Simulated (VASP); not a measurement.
# TiAl (P4/mmm) in VASP: a series of runs, part 2 of 2

VASP 6.6.1. The steps go on from the part before.

## Step 4: Single point, LDA (13.42 Å³/atom)

The input, INCAR:

```
SYSTEM = TiAl
PREC = Accurate
ENCUT = 520
EDIFF = 1E-6
ISMEAR = 0
SIGMA = 0.15
LREAL = .False.
LASPH = .True.
NELM = 100
ALGO = Fast
ISIF = 2
LWAVE = .False.
LCHARG = .False.
NBANDS = 14
```

The input, KPOINTS:

```
Automatic mesh
0
Gamma
  16 16 16
  0 0 0
```

The input, POSCAR:

```
TiAl
1.0
    2.6785626201      0.0000000000      0.0000000000
    0.0000000000      2.6785626201      0.0000000000
    0.0000000000      0.0000000000      3.7398091301
Ti Al
1 1
Direct
    0.0000000000      0.0000000000      0.0000000000
    0.5000000000      0.5000000000      0.5000000000
```

Potentials or basis: VASP PAW LDA potentials, release 64 (Ti_sv, Al).

Command:

```console
$ cat potpaw_LDA.64/Ti_sv/POTCAR potpaw_LDA.64/Al/POTCAR > POTCAR
$ mpirun -np 1 vasp_std > vasp.out
```

OUTCAR:

```text
SYSTEM = TiAl
   PREC = Accurate
   ENCUT = 520
   EDIFF = 1E-6
   ISMEAR = 0
   LREAL = .False.
   LASPH = .True.
   NELM = 100
   ISIF = 2

 ion  position               nearest neighbor table
   1  0.000  0.000  0.000-   2 2.66   2 2.66   2 2.66   2 2.66   2 2.66   2 2.66   2 2.66   2 2.66

   2  0.500  0.500  0.500-   1 2.66   1 2.66   1 2.66   1 2.66   1 2.66   1 2.66   1 2.66   1 2.66

  LATTYP: Found a simple tetragonal cell.
 ALAT       =     2.6785626201
 C/A-ratio  =     1.3962000000

  Lattice vectors:

 A1 = (   2.6785626201,   0.0000000000,   0.0000000000)
 A2 = (   0.0000000000,   2.6785626201,   0.0000000000)
 A3 = (   0.0000000000,   0.0000000000,   3.7398091301)

Analysis of symmetry for initial positions (statically):
=====================================================================
 Subroutine PRICEL returns:
 Original cell was already a primitive cell.

 Routine SETGRP: Setting up the symmetry group for a
 simple tetragonal supercell.

 Subroutine GETGRP returns: Found 16 space group operations
 (whereof 16 operations were pure point group operations)
 out of a pool of 16 trial point group operations.

The static configuration has the point symmetry D_4h.

Analysis of symmetry for dynamics (positions and initial velocities):
=====================================================================
 Subroutine PRICEL returns:
 Original cell was already a primitive cell.

 Routine SETGRP: Setting up the symmetry group for a
 simple tetragonal supercell.

 Subroutine GETGRP returns: Found 16 space group operations
 (whereof 16 operations were pure point group operations)
 out of a pool of 16 trial point group operations.

The dynamic configuration has the point symmetry D_4h.

 Subroutine INISYM returns: Found 16 space group operations
 (whereof 16 operations are pure point group operations),
 and found     1 'primitive' translations

----------------------------------------------------------------------------------------

                                     Primitive cell

  volume of cell :      26.8320

  direct lattice vectors                    reciprocal lattice vectors
     2.678562620  0.000000000  0.000000000     0.373334561  0.000000000  0.000000000
     0.000000000  2.678562620  0.000000000     0.000000000  0.373334561  0.000000000
     0.000000000  0.000000000  3.739809130     0.000000000  0.000000000  0.267393325

  length of vectors
     2.678562620  2.678562620  3.739809130     0.373334561  0.373334561  0.267393325

  position of ions in fractional coordinates (direct lattice)
     0.000000000  0.000000000  0.000000000
     0.500000000  0.500000000  0.500000000

  ion indices of the primitive-cell ions
   primitive index   ion index
                 1           1
                 2           2

----------------------------------------------------------------------------------------

 KPOINTS: Automatic mesh

Automatic generation of k-mesh.
 Grid dimensions read from file:
 generate k-points for:   16   16   16

 Generating k-lattice:

  Cartesian coordinates                     Fractional coordinates (reciprocal lattice)
     0.023333410  0.000000000  0.000000000     0.062500000  0.000000000  0.000000000
     0.000000000  0.023333410  0.000000000     0.000000000  0.062500000  0.000000000
     0.000000000  0.000000000  0.016712083     0.000000000  0.000000000  0.062500000

  Length of vectors
     0.023333410  0.023333410  0.016712083

  Shift w.r.t. Gamma in fractional coordinates (k-lattice)
     0.000000000  0.000000000  0.000000000

 Subroutine IBZKPT returns following result:
 ===========================================

 Found    405 irreducible k-points:

 Following reciprocal coordinates:
            Coordinates               Weight
  0.000000  0.000000  0.000000      1.000000
  0.062500  0.000000  0.000000      4.000000
  0.125000  0.000000  0.000000      4.000000
  0.187500  0.000000  0.000000      4.000000
  0.250000  0.000000  0.000000      4.000000
  0.312500  0.000000  0.000000      4.000000
[... 16 lines left out ...]
  0.437500  0.125000  0.000000      8.000000
  0.500000  0.125000  0.000000      4.000000
 [... further k-points ...]
   k-points           NKPTS =    405   k-points in BZ     NKDIM =    405   number of bands    NBANDS=     14
   number of dos      NEDOS =    301   number of ions     NIONS =      2
   total plane-waves  NPLWV =  11200
   dimension x,y,z NGX =    20 NGY =   20 NGZ =   28
   dimension x,y,z NGXF=    40 NGYF=   40 NGZF=   56
   ions per type =               1   1
   NGX,Y,Z   is equivalent  to a cutoff of  12.41, 12.41, 12.45 a.u.
   NGXF,Y,Z  is equivalent  to a cutoff of  24.83, 24.83, 24.89 a.u.
 SYSTEM =  TiAl
   PREC   = accura    normal or accurate (medium, high low for compatibility)
   ISTART =      0    job   : 0-new  1-cont  2-samecut
   ICHARG =      2    charge: 1-file 2-atom 10-const
   ISPIN  =      1    spin polarized calculation?
   LNONCOLLINEAR =      F non collinear calculations
   LSORBIT =      F    spin-orbit coupling
   LASPH  =      T    aspherical Exc in radial PAW
   ENCUT  =  520.0 eV  38.22 Ry    6.18 a.u.   4.98  4.98  6.95*2*pi/ulx,y,z
   NELM   =    100;   NELMIN=  2; NELMDL= -5     # of ELM steps
   EDIFF  = 0.1E-05   stopping-criterion for ELM
   LREAL  =      F    real-space projection
   EDIFFG = 0.1E-04   stopping-criterion for IOM
   NSW    =      0    number of steps for IOM
   IBRION =     -1    ionic relax: 0-MD 1-quasi-New 2-CG
   NFREE  =      0    steps in history (QN), initial steepest desc. (CG)
   ISIF   =      2    stress and relaxation
   ISYM   =      2    0-nonsym 1-usesym 2-fastsym
   POTIM  = 0.5000    time-step for ionic-motion
   TEBEG  =    0.0;   TEEND  =   0.0 temperature during run
   PSTRESS=    0.0 pullay stress
   NELECT =      15.0000    total number of electrons
   NUPDOWN=      -1.0000    fix difference up-down
   EMIN   =  10.00;   EMAX   =-10.00  energy-range for DOS
   EFERMI =   0.00;   METHOD = LEGACY
   ISMEAR =     0;   SIGMA  =   0.15  broadening in eV -4-tet -1-fermi 0-gaus
   EFERMI_NEDOS =   21; number of points for ismear=-14 and -15
   IALGO  =     68    algorithm
   IMIX   =      4    mixing-type and parameters
     AMIX     =   0.40;   BMIX     =  1.00
     AMIX_MAG =   1.60;   BMIX_MAG =  1.00
  volume/ion in A,a.u.               =      13.42        90.54
  Fermi-wavevector in a.u.,A,eV,Ry     =   1.348614  2.548510 24.745717  1.818759
  Thomas-Fermi vector in A             =   2.476268
   LORBIT       =      0    0 simple, 1 ext, 2 COOP (PROOUT), +10 PAW based schemes
   GGA     = CA    functional components
   LHFCALC =     F    Hartree Fock is set to
   AEXX    =    0.0000 exact exchange contribution
   IVDW    =     0    specifies the selected vdW correction
   LEPSILON=     F    determine dielectric tensor
   LRPA    =     F    only Hartree local field effects (RPA)
 non-spin polarized calculation
 RMM-DIIS sequential band-by-band and
 Gauss-broadening in eV      SIGMA  =   0.15
  energy-cutoff  :      520.00
  volume of cell :       26.83
 maximum number of plane-waves:       744
 NGX is ok and might be reduce to    20
   NGX =  9   NGY =  9   NGZ = 13

 number of electron      14.9999996 magnetization

 Free energy of the ion-electron system (eV)
  ---------------------------------------------------
  ext. energy  EPLUGINS =         0.00000000
  ---------------------------------------------------
  free energy    TOTEN  =       -13.35965048 eV

  energy without entropy =      -13.34161294  energy(sigma->0) =      -13.35063171

 E-fermi :  10.2097     XC(G=0): -12.1150

 val. band max:       10.2088806222   @ k =   0.3750   0.1250   0.2500
 cond. band min:      10.2108222250   @ k =   0.5000   0.1250   0.1875
 fundamental gap:      0.0019416028
 Fermi energy:        10.2097025793

 k-point     1 :       0.0000    0.0000    0.0000
  band No.  band energies     occupation
      1     -45.3297      2.00000
      2     -22.1395      2.00000
      3     -21.5386      2.00000
      4     -21.5386      2.00000
      5       0.3932      2.00000
      6       7.9858      2.00000
      7       9.0459      2.00000
      8      10.5974      0.00026
      9      12.7678      0.00000
     10      12.7678      0.00000
     11      14.1426      0.00000
     12      18.2977      0.00000
     13      19.6288      0.00000
     14      19.6288      0.00000
[... 377 lines left out ...]
      1     -45.1993      2.00000
      2     -22.3338      2.00000
      3     -22.0193      2.00000
      4     -21.5796      2.00000
      5       5.4484      2.00000
      6       5.6988      2.00000
      7       8.4192      2.00000
      8      10.2550      0.66962
      9      11.4492      0.00000
     10      12.3487      0.00000
     11      15.5686      0.00000
     12      17.2798      0.00000
     13      17.5823      0.00000
     14      19.8584      0.00000

 [... further k-points ...]
[... 5 lines left out ...]
  --------------------------------------------------------------------------------------
  -------------------------------------------------------------------------------------
  Total        3.4901315      3.4901315      3.8340675      0.0000000      0.0000000      0.0000000
  in kB      208.4007762    208.4007762    228.9376899      0.0000000      0.0000000      0.0000000
  external PRESSURE =     215.2464141 kB  Pullay stress =       0.0000000 kB

 VOLUME and BASIS-vectors are now :
 -----------------------------------------------------------------------------
  energy-cutoff  :      520.00
  volume of cell :       26.83
      direct lattice vectors                 reciprocal lattice vectors
     2.678562620  0.000000000  0.000000000     0.373334561  0.000000000  0.000000000
     0.000000000  2.678562620  0.000000000     0.000000000  0.373334561  0.000000000
     0.000000000  0.000000000  3.739809130     0.000000000  0.000000000  0.267393325

 POSITION                                       TOTAL-FORCE (eV/Angst)
 -----------------------------------------------------------------------------------
      0.00000      0.00000      0.00000         0.000000      0.000000      0.000000
      1.33928      1.33928      1.86990         0.000000      0.000000      0.000000
 -----------------------------------------------------------------------------------
    total drift:                               -0.000000      0.000000     -0.000000

  FREE ENERGIE OF THE ION-ELECTRON SYSTEM (eV)
  ---------------------------------------------------
  free  energy   TOTEN  =       -13.3596504844 eV

  energy  without entropy=      -13.3416129374  energy(sigma->0) =      -13.35063171
```

OSZICAR:

```text
N       E                     dE             d eps       ncg     rms          rms(c)
DAV:   1     0.102411084741E+03    0.10241E+03   -0.71602E+03 11364   0.113E+03
DAV:   2    -0.924475799602E+01   -0.11166E+03   -0.10689E+03 11826   0.309E+02
DAV:   3    -0.145577573019E+02   -0.53130E+01   -0.51943E+01 16520   0.651E+01
[... 14 lines left out ...]
RMM:  18    -0.133596429504E+02   -0.59671E-05   -0.81543E-05 15986   0.611E-02    0.110E-02
RMM:  19    -0.133596460249E+02   -0.30745E-05   -0.28278E-05 13304   0.284E-02    0.988E-03
RMM:  20    -0.133596483759E+02   -0.23510E-05   -0.24814E-05 13763   0.283E-02    0.116E-03
RMM:  21    -0.133596495762E+02   -0.12003E-05   -0.11209E-05 11676   0.189E-02    0.155E-03
RMM:  22    -0.133596504844E+02   -0.90826E-06   -0.92257E-06 10849   0.125E-02
   1 F= -.13359650E+02 E0= -.13350632E+02  d E =-.180375E-01
```

Run time: 2.8 min. Hardware: 1 thread of Intel Xeon Platinum 8259CL at 2.50GHz (Skylake/Cascade Lake), shared host; peak memory 0.26 GiB.

What came out:

| Quantity | Value |
| --- | --- |
| Free energy | -13.3597 eV |
| Pressure | 21.5 GPa |
| Band gap on the k mesh | zero (an odd number of electrons rules out a gap without spin polarisation) |

Levels at points of the mesh, in eV from the Fermi level:
```
           k point  band 4  band 5  band 6  band 7  band 8  band 9  band 10  band 11  band 12  band 13
(0.00, 0.00, 0.00)  -31.75   -9.82   -2.22   -1.16    0.39    2.56     2.56     3.93     8.09     9.42
(0.50, 0.00, 0.00)  -31.67   -5.10   -4.64   -1.97   -0.35    1.91     3.04     5.48     6.18     6.19
(0.50, 0.50, 0.00)  -32.15   -3.91   -0.78   -0.39   -0.39   -0.39    -0.39     5.20     6.78     7.05
(0.00, 0.00, 0.50)  -31.75   -7.89   -5.56   -0.89    0.96    2.04     2.04     3.96     8.16    10.45
(0.50, 0.00, 0.50)  -31.67   -5.48   -3.07   -1.28   -0.89    1.82     1.97     2.65     5.19     7.00
(0.50, 0.50, 0.50)  -32.18   -3.22   -2.84   -2.84    2.71    2.73     2.90     5.00     5.00     5.21
```

Caveat: the cell stands under pressure.

## Step 5: Single point, LDA (13.42 Å³/atom)

The input, INCAR:

```
PREC = Accurate
ENCUT = 520
EDIFF = 1E-6
ISMEAR = 0
SIGMA = 0.15
LREAL = False
LASPH = True
NELM = 60
ALGO = Fast
ISIF = 2
LWAVE = False
LCHARG = True
GGA = CA
LELF = True
LVHAR = True
NBANDS = 14
```

The input, KPOINTS:

```
Automatic mesh
0
Gamma
  16 16 16
```

The input, POSCAR:

```
TiAl
1.0
    2.8847571921      0.0000000000      0.0000000000
    0.0000000000      2.8847571921      0.0000000000
    0.0000000000      0.0000000000      3.2242931136
Ti Al
1 1
Direct
    0.0000000000      0.0000000000      0.0000000000
    0.5000000000      0.5000000000      0.5000000000
```

Command:

```console
$ cat potpaw_LDA.64/Ti_sv/POTCAR potpaw_LDA.64/Al/POTCAR > POTCAR
$ mpirun -np 1 vasp_std > vasp.out
```

Run time: 2.2 min. Hardware: 1 thread of Intel Xeon Platinum 8259CL at 2.50GHz (Skylake/Cascade Lake), shared host; peak memory 0.26 GiB.

It converged, with:

* Free energy: -13.1546 eV
* Pressure: 21.0 GPa
* Band gap on the k mesh: zero (an odd number of electrons rules out a gap without spin polarisation)

Stress tensor (GPa, compression positive):
```
17.80  0.00  0.00
 0.00 17.80  0.00
 0.00  0.00 27.44
```

Levels at points of the mesh, in eV from the Fermi level:
| k point | band 5 | band 6 | band 7 | band 8 | band 9 | band 10 |
| --- | --- | --- | --- | --- | --- | --- |
| (0.00, 0.00, 0.00) | -9.88 | -2.00 | -1.61 | 2.16 | 2.16 | 2.77 |
| (0.50, 0.00, 0.00) | -5.62 | -5.46 | -0.70 | -0.58 | 0.78 | 2.52 |
| (0.50, 0.50, 0.00) | -4.95 | -1.46 | -1.46 | -1.43 | 0.21 | 0.21 |
| (0.00, 0.00, 0.50) | -6.80 | -5.63 | -0.84 | 0.76 | 0.76 | 2.86 |
| (0.50, 0.00, 0.50) | -5.62 | -2.44 | -1.65 | -1.59 | 1.12 | 1.39 |
| (0.50, 0.50, 0.50) | -3.55 | -3.50 | -3.50 | 1.91 | 3.25 | 3.27 |

Caveat: the cell stands under pressure.

## Step 6: Summary

| cell | further INCAR settings | gap on the mesh (eV) | pressure (GPa) |
| --- | --- | --- | --- |
| a = 2.629, b = 2.629, c = 3.881 Å, 2 atoms | ALGO = Fast; EDIFF = 1e-07; NBANDS = 14 | none | 21.7 |
| a = 2.780, b = 2.780, c = 3.472 Å, 2 atoms | ALGO = Fast; EDIFF = 1e-07; NBANDS = 14 | none | 21.2 |
| a = 2.679, b = 2.679, c = 3.740 Å, 2 atoms | ALGO = Fast; EDIFF = 1e-06; NBANDS = 14 | none | 21.5 |
| a = 2.885, b = 2.885, c = 3.224 Å, 2 atoms | ALGO = Fast; EDIFF = 1e-06; NBANDS = 14 | none | 21.0 |

Alike in all rows: task single point; level LDA; potentials or basis VASP PAW LDA potentials, release 64 (Ti_sv, Al); no spin polarisation; k mesh 16 × 16 × 16; cutoff (eV) 520; smearing gaussian 0.15 eV.

Caveats: the cell stands under pressure.

Total energies depend on the potentials used, so only differences within one code and one set of settings carry meaning.
